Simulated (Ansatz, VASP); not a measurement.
Given: the input of a run of VASP 6.6.1 on Ti.

Contents of INCAR:

```
PREC = Accurate
ENCUT = 500
EDIFF = 1E-7
ISMEAR = 1
SIGMA = 0.2
LREAL = False
LASPH = True
NELM = 120
ALGO = Normal
ISIF = 3
LWAVE = False
LCHARG = False
GGA = RP
IBRION = 2
NSW = 80
EDIFFG = -0.01
GGA_COMPAT = False
NELMIN = 4
```

File KPOINTS:

```
Automatic mesh
0
Gamma
  10 10 6
```

Contents of POSCAR:

```
Ti
1.0
    2.9500000000      0.0000000000      0.0000000000
   -1.4750000000      2.5547749412      0.0000000000
    0.0000000000      0.0000000000      4.6800000000
Ti
2
Direct
    0.6666666667      0.3333333333      0.7500000000
    0.3333333333      0.6666666667      0.2500000000
```

Potentials or basis: VASP PAW PBE potentials, release 64 (Ti_sv).

The run is started by

```sh
$ cat potpaw_PBE.64/Ti_sv/POTCAR > POTCAR
$ mpirun -np 1 vasp_std > vasp.out
```

Q: Translate it to Ansatz 0.2.0. Potentials there: all-electron LAPW, scalar-relativistic.

A: As run (the cutoff follows the program's own potentials):

Contents of input.yaml:

```yaml
crystal:
  lattice:
    - [2.95, 0.0, 0.0]
    - [-1.475, 2.5547749412, 0.0]
    - [0.0, 0.0, 4.68]
  atoms:
    - { symbol: Ti, position: [0.6666666667, 0.3333333333, 0.75] }
    - { symbol: Ti, position: [0.3333333333, 0.6666666667, 0.25] }
kpoints:
  mp_grid: { grid: [10, 10, 6] }
scf:
  occupations: { method: methfessel_paxton, width: 0.2 }
hamiltonian:
  xc: rpbe
  pseudopotentials: { kind: all_electron, lapw: { basis_error: 0.001 } }
output:
  forces: true
  stress: true
relax:
  f_tol: 0.01
  max_steps: 60
  cell: {}
```

Potentials or basis: all-electron LAPW, scalar-relativistic.

Launch:

```console
$ ansatz run input.yaml --threads 1 --pin off --max-ram 3072MiB --backend cpu --events-out ev --progress --plain --runs-dir out
```

Both were run:

|  | VASP | Ansatz | Ansatz less VASP |
| --- | --- | --- | --- |
| relaxed volume (Å³/atom) | 17.84 | 17.89 | +0.049 |
| relaxed cell length with the largest relative difference (Å) | 4.686 | 4.691 | +0.0047 |

VASP's potentials were made for PBE, not for RPBE. Ansatz ran all-electron here, and VASP with PAW potentials.
